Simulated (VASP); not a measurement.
# GaCo (P4/mmm) in VASP: a series of runs, part 2 of 2

VASP 6.6.1. Earlier steps stand in the parts before.

## Step 3: Single point, PBEsol (strain -0.080 along x and y, +0.080 along z)

The input, INCAR:

```
SYSTEM = GaCo
ALGO     = Fast           ! electronic algorithm
EDIFF    = 1E-6           ! SCF threshold, eV
ENCUT    = 520            ! plane-wave cutoff, eV
GGA      = PS             ! functional
ISIF     = 2              ! what is computed and relaxed
ISMEAR   = 0              ! smearing method
LASPH    = .True.         ! aspherical terms in the spheres
LCHARG   = .False.        ! write CHGCAR
LREAL    = .False.        ! projectors in reciprocal space
LWAVE    = .False.        ! write WAVECAR
NBANDS   = 18             ! bands
NELM     = 60             ! most SCF steps
PREC     = Accurate       ! precision mode
SIGMA    = 0.15           ! smearing width, eV
```

The input, KPOINTS:

```
k-points
0
Gamma
  16 16 16
  0 0 0
```

The input, POSCAR:

```
GaCo
1.0
    2.6524520000      0.0000000000      0.0000000000
    0.0000000000      2.6524520000      0.0000000000
    0.0000000000      0.0000000000      3.1137480000
Ga Co
1 1
Direct
    0.5000000000      0.5000000000      0.5000000000
    0.0000000000      0.0000000000      0.0000000000
```

Potentials or basis: VASP PAW PBE potentials, release 64 (Ga_d, Co).

On the command line:

```sh
$ cat potpaw_PBE.64/Ga_d/POTCAR potpaw_PBE.64/Co/POTCAR > POTCAR
$ mpirun -np 1 vasp_std > vasp.out
```

OUTCAR:

```text
SYSTEM = GaCo
   EDIFF = 1E-6
   ENCUT = 520
   GGA = PS
   ISIF = 2
   ISMEAR = 0
   LASPH = .True.
   LREAL = .False.
   NELM = 60
   PREC = Accurate

 ion  position               nearest neighbor table
   1  0.500  0.500  0.500-   2 2.44   2 2.44   2 2.44   2 2.44   2 2.44   2 2.44   2 2.44   2 2.44

   2  0.000  0.000  0.000-   1 2.44   1 2.44   1 2.44   1 2.44   1 2.44   1 2.44   1 2.44   1 2.44

  LATTYP: Found a simple tetragonal cell.
 ALAT       =     2.6524520000
 C/A-ratio  =     1.1739130435

  Lattice vectors:

 A1 = (   2.6524520000,   0.0000000000,   0.0000000000)
[... 676 lines left out ...]
      6       3.3817      2.00000
[... 10 lines left out ...]
     17      23.0448      0.00000
     18      24.5544      0.00000

 [... further k-points ...]
[... 5 lines left out ...]
  --------------------------------------------------------------------------------------
  -------------------------------------------------------------------------------------
  Total        1.9277999      1.9277999      0.7194182      0.0000000      0.0000000     -0.0000000
  in kB      140.9918484    140.9918484     52.6154742      0.0000000      0.0000000     -0.0000000
  external PRESSURE =     111.5330570 kB  Pullay stress =       0.0000000 kB

 VOLUME and BASIS-vectors are now :
 -----------------------------------------------------------------------------
  energy-cutoff  :      520.00
  volume of cell :       21.91
      direct lattice vectors                 reciprocal lattice vectors
     2.652452000  0.000000000  0.000000000     0.377009650  0.000000000  0.000000000
     0.000000000  2.652452000  0.000000000     0.000000000  0.377009650  0.000000000
     0.000000000  0.000000000  3.113748000     0.000000000  0.000000000  0.321156368

 POSITION                                       TOTAL-FORCE (eV/Angst)
 -----------------------------------------------------------------------------------
      1.32623      1.32623      1.55687         0.000000      0.000000      0.000000
      0.00000      0.00000      0.00000         0.000000      0.000000      0.000000
 -----------------------------------------------------------------------------------
    total drift:                               -0.000000      0.000000      0.000000

  FREE ENERGIE OF THE ION-ELECTRON SYSTEM (eV)
  ---------------------------------------------------
  free  energy   TOTEN  =       -11.6882191780 eV

  energy  without entropy=      -11.6783829970  energy(sigma->0) =      -11.68330109
```

OSZICAR:

```text
N       E                     dE             d eps       ncg     rms          rms(c)
DAV:   1     0.101096655341E+03    0.10110E+03   -0.10372E+04 16206   0.223E+03
DAV:   2    -0.659843091530E+01   -0.10770E+03   -0.10328E+03 14806   0.323E+02
DAV:   3    -0.127793646318E+02   -0.61809E+01   -0.60977E+01 16110   0.777E+01
[... 11 lines left out ...]
RMM:  15    -0.116882255055E+02   -0.65547E-05   -0.12592E-05 19627   0.271E-02    0.393E-02
RMM:  16    -0.116882465913E+02   -0.21086E-04   -0.13018E-05 18432   0.327E-02    0.734E-02
RMM:  17    -0.116882280824E+02    0.18509E-04   -0.78016E-06 18049   0.282E-02    0.401E-02
RMM:  18    -0.116882193828E+02    0.86995E-05   -0.11812E-05 19874   0.317E-02    0.692E-03
RMM:  19    -0.116882191780E+02    0.20483E-06   -0.22123E-06 15468   0.109E-02
   1 F= -.11688219E+02 E0= -.11683301E+02  d E =-.983618E-02
```

It took 85 s on 1 thread of AMD EPYC 9R45 (Zen 5), shared host; peak memory 0.23 GiB.

Results:

```yaml
Free_energy: -11.6882 eV
Pressure: 11.2 GPa
Band_gap_on_the_k_mesh: zero (band 11 reaches 12.63 eV, above the bottom of band 12 at 10.12 eV)
```

Caveat: the cell differs from its parent crystal (strain -0.080 along x and y, +0.080 along z); the PAW data sets were made with another functional, which shifts forces and pressure a little.
